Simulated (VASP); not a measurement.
# MoP in VASP: relaxation of the atoms with PBEsol

Aim: the relaxation of the atoms of MoP with PBEsol.

All numbers are computed with VASP 6.6.1; they aren't measurements. Logs are shortened: lines on timing, memory, paths and dates and some standing lists are left out, and cuts for length are marked.

## (1) The cell of the first run

The cell holds a slab with vacuum, 8 atoms: a = 3.173 Å, b = 3.207 Å, c = 24.257 Å, α = 90.00°, β = 90.00°, γ = 90.00°.

## (2) Relaxation of the atoms, PBEsol

File INCAR:

```
PREC = Accurate ; ENCUT = 450
EDIFF = 1E-7 ; ISMEAR = 0
SIGMA = 0.1 ; LREAL = False
LASPH = True ; NELM = 120
ALGO = Normal ; ISIF = 2
LWAVE = False ; LCHARG = False
LDIPOL = True ; IDIPOL = 3
DIPOL = 0.5 0.5 0.500 ; GGA = PS
IBRION = 2 ; NSW = 80
EDIFFG = -0.02 ; GGA_COMPAT = False
NELMIN = 4 ; NELMDL = -8
KPAR = 4
```

File KPOINTS:

```
Automatic mesh
0
Gamma
  11 11 1
```

File POSCAR:

```
MoP
1.0
    3.1732667766      0.0000000000      0.0000000000
    0.0000000000      3.2067708574      0.0000000000
    0.0000000000      0.0000000000     24.2571500889
Mo P
4 4
Direct
    0.0000000000      0.5000000000      0.3091871870
    0.0000000000      0.0000000000      0.4236748748
    0.0000000000      0.5000000000      0.5381625626
    0.0000000000      0.0000000000      0.6526502504
    0.5000000000      0.0000000000      0.3473497496
    0.5000000000      0.5000000000      0.4618374374
    0.5000000000      0.0000000000      0.5763251252
    0.5000000000      0.5000000000      0.6908128130
```

Potentials or basis: VASP PAW PBE potentials, release 64 (Mo_sv, P).

Started as:

```console
$ cat potpaw_PBE.64/Mo_sv/POTCAR potpaw_PBE.64/P/POTCAR > POTCAR
$ mpirun -np 4 vasp_std > vasp.out
```

OUTCAR:

```text
PREC = Accurate
   ENCUT = 450
   EDIFF = 1E-7
   ISMEAR = 0
   LREAL = False
   LASPH = True
   NELM = 120
   ISIF = 2
   GGA = PS
   IBRION = 2
   NSW = 80
   EDIFFG = -0.02
   NELMIN = 4
   NELMDL = -8

 ion  position               nearest neighbor table
   1  0.000  0.500  0.309-   5 2.44   5 2.44   5 2.44   5 2.44   2 3.21   2 3.21
   2  0.000  0.000  0.424-   5 2.44   5 2.44   6 2.44   6 2.44   6 2.44   6 2.44   1 3.21   3 3.21
                             1 3.21   3 3.21
   3  0.000  0.500  0.538-   6 2.44   6 2.44   7 2.44   7 2.44   7 2.44   7 2.44   2 3.21   4 3.21
                             2 3.21   4 3.21
   4  0.000  0.000  0.653-   7 2.44   7 2.44   8 2.44   8 2.44   8 2.44   8 2.44   3 3.21   3 3.21

   5  0.500  0.000  0.347-   2 2.44   2 2.44   1 2.44   1 2.44   1 2.44   1 2.44
   6  0.500  0.500  0.462-   3 2.44   3 2.44   2 2.44   2 2.44   2 2.44   2 2.44
   7  0.500  0.000  0.576-   4 2.44   4 2.44   3 2.44   3 2.44   3 2.44   3 2.44
   8  0.500  0.500  0.691-   4 2.44   4 2.44   4 2.44   4 2.44

  LATTYP: Found a simple orthorhombic cell.
 ALAT       =     3.1732667766
 B/A-ratio  =     1.0105582301
 C/A-ratio  =     7.6442202300

  Lattice vectors:

 A1 = (   3.1732667766,   0.0000000000,   0.0000000000)
 A2 = (   0.0000000000,   3.2067708574,   0.0000000000)
 A3 = (   0.0000000000,   0.0000000000,  24.2571500889)

Analysis of symmetry for initial positions (statically):
=====================================================================
 Subroutine PRICEL returns:
 Original cell was already a primitive cell.

 Routine SETGRP: Setting up the symmetry group for a
 simple orthorhombic supercell.

 Subroutine GETGRP returns: Found  4 space group operations
 (whereof  4 operations were pure point group operations)
 out of a pool of  8 trial point group operations.

The static configuration has the point symmetry C_2v.

Analysis of symmetry for dynamics (positions and initial velocities):
=====================================================================
 Subroutine PRICEL returns:
 Original cell was already a primitive cell.

 Routine SETGRP: Setting up the symmetry group for a
 simple orthorhombic supercell.

 Subroutine GETGRP returns: Found  4 space group operations
 (whereof  4 operations were pure point group operations)
 out of a pool of  8 trial point group operations.

The dynamic configuration has the point symmetry C_2v.

 Subroutine INISYM returns: Found  4 space group operations
 (whereof  4 operations are pure point group operations),
 and found     1 'primitive' translations

----------------------------------------------------------------------------------------

                                     Primitive cell

  volume of cell :     246.8393

  direct lattice vectors                    reciprocal lattice vectors
     3.173266777  0.000000000  0.000000000     0.315132660  0.000000000  0.000000000
     0.000000000  3.206770857  0.000000000     0.000000000  0.311840180  0.000000000
     0.000000000  0.000000000 24.257150089     0.000000000  0.000000000  0.041224958

  length of vectors
     3.173266777  3.206770857 24.257150089     0.315132660  0.311840180  0.041224958

  position of ions in fractional coordinates (direct lattice)
     0.000000000  0.500000000  0.309187187
     0.000000000  0.000000000  0.423674875
     0.000000000  0.500000000  0.538162563
     0.000000000  0.000000000  0.652650250
     0.500000000  0.000000000  0.347349750
     0.500000000  0.500000000  0.461837437
     0.500000000  0.000000000  0.576325125
     0.500000000  0.500000000  0.690812813

  ion indices of the primitive-cell ions
   primitive index   ion index
                 1           1
                 2           2
                 3           3
                 4           4
                 5           5
                 6           6
                 7           7
                 8           8

----------------------------------------------------------------------------------------

 KPOINTS: Automatic mesh
[... 24 lines left out ...]
            Coordinates               Weight
  0.000000  0.000000  0.000000      1.000000
  0.090909  0.000000  0.000000      2.000000
  0.181818  0.000000  0.000000      2.000000
  0.272727  0.000000  0.000000      2.000000
  0.363636  0.000000  0.000000      2.000000
  0.454545  0.000000  0.000000      2.000000
[... 16 lines left out ...]
  0.363636  0.272727  0.000000      4.000000
  0.454545  0.272727  0.000000      4.000000
 [... further k-points ...]
   k-points           NKPTS =     36   k-points in BZ     NKDIM =     36   number of bands    NBANDS=     45
   number of dos      NEDOS =    301   number of ions     NIONS =      8
   total plane-waves  NPLWV =  96768
   dimension x,y,z NGX =    24 NGY =   24 NGZ =  168
   dimension x,y,z NGXF=    48 NGYF=   48 NGZF=  336
   ions per type =               4   4
   NGX,Y,Z   is equivalent  to a cutoff of  12.57, 12.44, 11.51 a.u.
   NGXF,Y,Z  is equivalent  to a cutoff of  25.15, 24.88, 23.03 a.u.
 SYSTEM =  unknown system
   PREC   = accura    normal or accurate (medium, high low for compatibility)
   ISTART =      0    job   : 0-new  1-cont  2-samecut
   ICHARG =      2    charge: 1-file 2-atom 10-const
   ISPIN  =      1    spin polarized calculation?
   LNONCOLLINEAR =      F non collinear calculations
   LSORBIT =      F    spin-orbit coupling
   LASPH  =      T    aspherical Exc in radial PAW
   ENCUT  =  450.0 eV  33.07 Ry    5.75 a.u.   5.49  5.55 41.96*2*pi/ulx,y,z
   NELM   =    120;   NELMIN=  4; NELMDL= -8     # of ELM steps
   EDIFF  = 0.1E-06   stopping-criterion for ELM
   LREAL  =      F    real-space projection
   EDIFFG = -.2E-01   stopping-criterion for IOM
   NSW    =     80    number of steps for IOM
   IBRION =      2    ionic relax: 0-MD 1-quasi-New 2-CG
   NFREE  =      1    steps in history (QN), initial steepest desc. (CG)
   ISIF   =      2    stress and relaxation
   ISYM   =      2    0-nonsym 1-usesym 2-fastsym
   POTIM  = 0.5000    time-step for ionic-motion
   TEBEG  =    0.0;   TEEND  =   0.0 temperature during run
   PSTRESS=    0.0 pullay stress
   NELECT =      76.0000    total number of electrons
   NUPDOWN=      -1.0000    fix difference up-down
   EMIN   =  10.00;   EMAX   =-10.00  energy-range for DOS
   EFERMI =   0.00;   METHOD = LEGACY
   ISMEAR =     0;   SIGMA  =   0.10  broadening in eV -4-tet -1-fermi 0-gaus
   EFERMI_NEDOS =   21; number of points for ismear=-14 and -15
   IALGO  =     38    algorithm
   IMIX   =      4    mixing-type and parameters
     AMIX     =   0.40;   BMIX     =  1.00
     AMIX_MAG =   1.60;   BMIX_MAG =  1.00
  volume/ion in A,a.u.               =      30.85       208.22
  Fermi-wavevector in a.u.,A,eV,Ry     =   1.105456  2.089008 16.626753  1.222032
  Thomas-Fermi vector in A             =   2.241943
   LORBIT       =      0    0 simple, 1 ext, 2 COOP (PROOUT), +10 PAW based schemes
   GGA     = PS    functional components
   LHFCALC =     F    Hartree Fock is set to
   AEXX    =    0.0000 exact exchange contribution
   IVDW    =     0    specifies the selected vdW correction
   LEPSILON=     F    determine dielectric tensor
   LRPA    =     F    only Hartree local field effects (RPA)
 conjugate gradient relaxation of ions
 non-spin polarized calculation
 Gauss-broadening in eV      SIGMA  =   0.10
  energy-cutoff  :      450.00
  volume of cell :      246.84
 maximum number of plane-waves:      5411
 NGX is ok and might be reduce to    24
   NGX = 11   NGY = 11   NGZ = 83

--------------------------------------- Ionic step        1  -------------------------------------------

 number of electron      76.0000009 magnetization

 Free energy of the ion-electron system (eV)
  ---------------------------------------------------
  ext. energy  EPLUGINS =         0.00000000
  ---------------------------------------------------
  free energy    TOTEN  =       -72.83951021 eV

  energy without entropy =      -72.80908047  energy(sigma->0) =      -72.82429534

------------------------ aborting loop because EDIFF is reached ----------------------------------------

  FORCE on cell =-STRESS in cart. coord.  units (eV):
  Direction    XX          YY          ZZ          XY          YZ          ZX
  --------------------------------------------------------------------------------------
  -------------------------------------------------------------------------------------
  Total       -3.2059104     -3.6178052     -2.0749733      0.0000000      0.0000000      0.0000000
  in kB      -20.8088308    -23.4823456    -13.4681766      0.0000000      0.0000000      0.0000000
  external PRESSURE =     -19.2531177 kB  Pullay stress =       0.0000000 kB
[... 107 lines left out ...]
  FREE ENERGIE OF THE ION-ELECTRON SYSTEM (eV)
  ---------------------------------------------------
  free  energy   TOTEN  =       -73.1250247996 eV

  energy  without entropy=      -73.0969435602  energy(sigma->0) =      -73.11098418

 dipolmoment           0.000000      0.000000     -0.012135 electrons x Angstroem

[... ionic steps 4 to 12 ...]

--------------------------------------- Ionic step       13  -------------------------------------------

 number of electron      76.0000006 magnetization

------------------------ aborting loop because EDIFF is reached ----------------------------------------
[... 79 lines left out ...]
--------------------------------------- Ionic step       15  -------------------------------------------

 number of electron      76.0000007 magnetization

 dipolmoment           0.000000      0.000000      0.046698 electrons x Angstroem

 Free energy of the ion-electron system (eV)
  ---------------------------------------------------
  ext. energy  EPLUGINS =         0.00000000
  ---------------------------------------------------
  free energy    TOTEN  =       -73.17062876 eV

  energy without entropy =      -73.14290315  energy(sigma->0) =      -73.15676595

 E-fermi :   2.8157     XC(G=0):  -6.6002

 val. band max:        2.8147619432   @ k =   0.0909   0.0909   0.0000
 cond. band min:       2.8289149576   @ k =   0.0909   0.1818   0.0000
 fundamental gap:      0.0141530144
 Fermi energy:         2.8156551842

 k-point     1 :       0.0000    0.0000    0.0000
  band No.  band energies     occupation
      1     -58.2260      2.00000
      2     -58.2110      2.00000
      3     -58.1975      2.00000
      4     -57.7779      2.00000
      5     -32.5284      2.00000
      6     -32.4257      2.00000
[... 1141 lines left out ...]
     44       5.1291      0.00000
     45       5.7302      0.00000

 [... further k-points ...]

------------------------ aborting loop because EDIFF is reached ----------------------------------------

 vacuum level on the upper side and lower side of the slab       (xc-potential included)         0.395        -0.418

  FORCE on cell =-STRESS in cart. coord.  units (eV):
  Direction    XX          YY          ZZ          XY          YZ          ZX
  --------------------------------------------------------------------------------------
  -------------------------------------------------------------------------------------
  Total       -0.2658161     -1.8942513     -0.1130712      0.0000000      0.0000000      0.0000000
  in kB       -1.7253516    -12.2951515     -0.7339194      0.0000000      0.0000000      0.0000000
  external PRESSURE =      -4.9181408 kB  Pullay stress =       0.0000000 kB
[... 23 lines left out ...]
  FREE ENERGIE OF THE ION-ELECTRON SYSTEM (eV)
  ---------------------------------------------------
  free  energy   TOTEN  =       -73.1706287598 eV

  energy  without entropy=      -73.1429031493  energy(sigma->0) =      -73.15676595

 reached required accuracy - stopping structural energy minimisation

 vacuum level on the upper side and lower side of the slab         8.102         7.269
```

Wall time 19 min (4 MPI ranks of Intel Xeon Platinum 8259CL at 2.50GHz (Skylake/Cascade Lake), shared host); peak memory 0.48 GiB.

What came out:

```
Free energy                  : -73.1706 eV
Energy gained by relaxing    : 41.4 meV/atom
Ionic steps                  : 15
Largest force after relaxing : 0.005 eV/Å
Band gap on the k mesh       : zero (bands 38 and 39 overlap by 1.14 eV)
```

Forces in eV/Å, atoms in the order of the input:
```
Mo   0.000  0.000  0.001
Mo   0.000  0.000  0.004
Mo   0.000  0.000  0.002
Mo   0.000  0.000 -0.004
P    0.000  0.000  0.000
P    0.000  0.000  0.000
P    0.000  0.000 -0.005
P    0.000  0.000  0.003
```

The path:
| step | energy change (eV) | largest force (eV/Å) | pressure (GPa) |
| --- | --- | --- | --- |
| 1 | 0.0000 | 1.9213 | -1.93 |
| 2 | -0.2740 | 0.8226 | -1.31 |
| 3 | -0.2855 | 0.7355 | -1.13 |
| 4 | -0.2859 | 0.7403 | -1.09 |
| 5 | -0.3246 | 0.2291 | -0.82 |
| 6 | -0.3247 | 0.2373 | -0.80 |
| 7 | -0.3292 | 0.0982 | -0.71 |
| 8 | -0.3298 | 0.0968 | -0.66 |
| 9 | -0.3305 | 0.0363 | -0.66 |
| 10 | -0.3305 | 0.0524 | -0.66 |
| 11 | -0.3308 | 0.0263 | -0.63 |
| 12 | -0.3309 | 0.0422 | -0.61 |
| 13 | -0.3310 | 0.0308 | -0.56 |
| 14 | -0.3310 | 0.0281 | -0.54 |
| 15 | -0.3311 | 0.0047 | -0.49 |

Final structure:
```
Mo P
1.0
     3.17327    0.00000    0.00000
     0.00000    3.20677    0.00000
     0.00000    0.00000   24.25715
Mo P
4 4
Direct
  0.00000 0.50000 0.31687
  0.00000 0.00000 0.42133
  0.00000 0.50000 0.53820
  0.00000 0.00000 0.65004
  0.50000 0.00000 0.34394
  0.50000 0.50000 0.46106
  0.50000 0.00000 0.57575
  0.50000 0.50000 0.69281
```

Caveat: the PAW data sets were made with another functional, which shifts forces and pressure a little.
